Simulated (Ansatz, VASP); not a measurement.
## One calculation of SrO, two programs

The input POSCAR:

```
SrO
1.0
    0.0000000000      2.5559236885      2.5559236885
    2.5559236885      0.0000000000      2.5559236885
    2.5559236885      2.5559236885      0.0000000000
Sr O
1 1
Direct
    0.0000000000      0.0000000000      0.0000000000
    0.5000000000      0.5000000000      0.5000000000
```

File INCAR.step1:

```
ALGO = Normal ; EDIFF = 1E-5
ENCUT = 520 ; GGA = PE
ISIF = 2 ; ISMEAR = -1
LASPH = T ; LREAL = F
LWAVE = T ; NBANDS = 15
NELM = 80 ; PREC = Accurate
SIGMA = 0.05
```

The input INCAR.step2:

```
ALGO = Normal ; EDIFF = 1E-6
ENCUT = 520 ; GGA = PE
HFSCREEN = 0.2079 ; ISIF = 2
ISMEAR = -1 ; ISTART = 1
LASPH = T ; LCHARG = T
LELF = T ; LHFCALC = T
LREAL = F ; LVHAR = T
LWAVE = F ; NBANDS = 15
NELM = 80 ; PREC = Accurate
PRECFOCK = Normal ; SIGMA = 0.05
```

The input KPOINTS:

```
k-points
0
Gamma
  4 4 4
```

Input for Ansatz:

```yaml
crystal:
  lattice:
    - [0.0, 2.555923688478, 2.555923688478]
    - [2.555923688478, 0.0, 2.555923688478]
    - [2.555923688478, 2.555923688478, 0.0]
  atoms:
    - { symbol: Sr, position: [0.0, 0.0, 0.0] }
    - { symbol: O, position: [0.5, 0.5, 0.5] }
kpoints:
  mp_grid: { grid: [4, 4, 4] }
hamiltonian:
  xc: hse06
  pseudopotentials: { kind: paw }
scf:
  occupations: { method: fermi_dirac, width: 0.05 }
output:
  forces: true
  stress: true
  eigenvalues: true
```

Alike in both runs: task single point; functional HSE06; k mesh 4 × 4 × 4; occupations fermi-dirac, width 0.05 eV; no spin polarisation.

|  | VASP | Ansatz |
| --- | --- | --- |
| version | VASP 6.6.1 | Ansatz 0.2.0 development build |
| potentials or method | VASP PAW PBE potentials, release 64 (Sr_sv, O) | plane waves, PAW datasets (generated soft set 1) |
| plane-wave cutoff (eV) | 520 | 420 |
| valence electrons in the cell | 16 | 16 |

Ansatz gave:

| Item | Value |
| --- | --- |
| gap on the k mesh at the Fermi level (eV) | 4.79 |

Q: Estimate VASP's values.

A: gap on the k mesh at the Fermi level (eV): 4.74.

The functional is the same, so the differences come from potentials, cutoffs and numerics. Ansatz's warnings: stress exchange threshold loose, stress scf threshold loose.

The k mesh is coarse, so the values compare programs but aren't converged.
